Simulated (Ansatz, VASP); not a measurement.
Rh in VASP and in Ansatz

File INCAR:

```
SYSTEM = Rh
  PREC = Accurate
  ENCUT = 520
  EDIFF = 1E-6
  ISMEAR = 0
  SIGMA = 0.15
  LREAL = .FALSE.
  LASPH = .TRUE.
  NELM = 80
  ALGO = Fast
  ISIF = 2
  LWAVE = .FALSE.
  LCHARG = .FALSE.
  GGA = CA
  NBANDS = 38
```

Contents of KPOINTS:

```
Automatic mesh
0
G
  18 18 6
  0 0 0
```

POSCAR

```
Rh
1.0
    2.9494233338      0.0000000000      0.0000000000
   -1.4747116669      2.2169118746      0.0000000000
    0.0000000000      0.0000000000      8.0315990299
Rh
4
Direct
    0.0000000000      0.0000000000      0.0000000000
    0.3333333333      0.6666666667      0.2500000000
    0.0000000000      0.0000000000      0.5000000000
    0.6666666667      0.3333333333      0.7500000000
```

Input for Ansatz:

```yaml
crystal:
  lattice:
    - [2.9494233338, 0.0, 0.0]
    - [-1.4747116669, 2.2169118746, 0.0]
    - [0.0, 0.0, 8.0315990299]
  atoms:
    - { symbol: Rh, position: [0.0, 0.0, 0.0] }
    - { symbol: Rh, position: [0.3333333333, 0.6666666667, 0.25] }
    - { symbol: Rh, position: [0.0, 0.0, 0.5] }
    - { symbol: Rh, position: [0.6666666667, 0.3333333333, 0.75] }
basis:
  ecutwfc: 420
kpoints:
  mp_grid: { grid: [18, 18, 6] }
hamiltonian:
  xc: lda
  pseudopotentials: { kind: paw, azcp: { folder: soft_1 } }
scf:
  occupations: { method: gaussian, width: 0.15 }
output:
  forces: true
  stress: true
  eigenvalues: true
  write_density: true
  write_potential: true
  elf: true
  volumetric_format: npy
```

Change from the starting cell: strain +e along x and -e along y +0.0733, strain +e along z and -e/2 along x and y -0.0733.

Alike in both runs: task single point; functional LDA; k mesh 18 × 18 × 6; occupations gaussian, width 0.15 eV; no spin polarisation.

|  | VASP | Ansatz |
| --- | --- | --- |
| version | VASP 6.6.1 | Ansatz 0.2.0 |
| potentials or method | VASP PAW LDA potentials, release 64 (Rh_pv), cutoff 520 eV | scalar-relativistic, plane waves, PAW |
| valence electrons in the cell | 60 | 68 |

Ansatz gave:

- gap on the k mesh at the Fermi level (eV): none
- pressure (GPa): 10.6
- traceless stress, the component that is largest in VASP (GPa): -19.37
- rms of the force components (eV/Å): 0.312

Task: What did VASP give for the same quantities?

Result: gap on the k mesh at the Fermi level (eV): none; pressure (GPa): 11.6; traceless stress, the component that is largest in VASP (GPa): -19.60; rms of the force components (eV/Å): 0.316.

Ansatz warns that its potentials were made for another functional, while VASP's fit it. LDA's correlation is that of Perdew and Zunger in VASP and of Perdew and Wang (1992) in Ansatz. Atom by atom the forces differ by 0.005 eV/Å (rms over components). A gap of «none» marks a metal or a gap that the smearing closes. VASP's potentials hold 60 valence electrons a cell and Ansatz's 68, so a difference there can come from the potentials and not from the codes.
